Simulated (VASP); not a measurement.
BaF2 (Frankdicksonite), 3 atoms in the cell. Symmetry: Fm-3m, No. 225, cubic system. Conventional cell: a = 6.194 Å, b = 6.194 Å, c = 6.194 Å, α = 90.00°, β = 90.00°, γ = 90.00°. Within 3.5 Å of Ba (site symmetry m-3m) lie 8 F at 2.68 Å. F (site symmetry -43m) has 4 Ba at 2.68 Å and 6 F at 3.10 Å within 3.5 Å. 

- Program: VASP 6.6.1
- Task: single point
- Functional: PBE
- Potentials or basis: VASP PAW PBE potentials, release 64 (Ba_sv, F)
- Cutoff: 600 eV
- k mesh: 6 × 6 × 6
- Occupations: gaussian, width 0.01 eV
- Spin: non-collinear spin, zero start, spin-orbit coupling
- Starting moments: [[0.0, 0.0, 0.0], [0.0, 0.0, 0.0], [0.0, 0.0, 0.0]] μB
- Dipole correction: no
- Further INCAR settings: ALGO = Normal; EDIFF = 1e-06; NBANDS = 37

Potentials or basis: VASP PAW PBE potentials, release 64 (Ba_sv, F).

Command:

```bash
$ cat potpaw_PBE.64/Ba_sv/POTCAR potpaw_PBE.64/F/POTCAR > POTCAR
$ mpirun -np 1 vasp_ncl > vasp.out
```

Hardware: 1 thread of AMD EPYC 7R13 (shared host).

Question: How long does it take, and how much memory?

Answer: Run time: 3 min on 1 thread of AMD EPYC 7R13, with other jobs on the host, peak memory 0.37 GiB. Counts: scf iterations 14, k points 16.
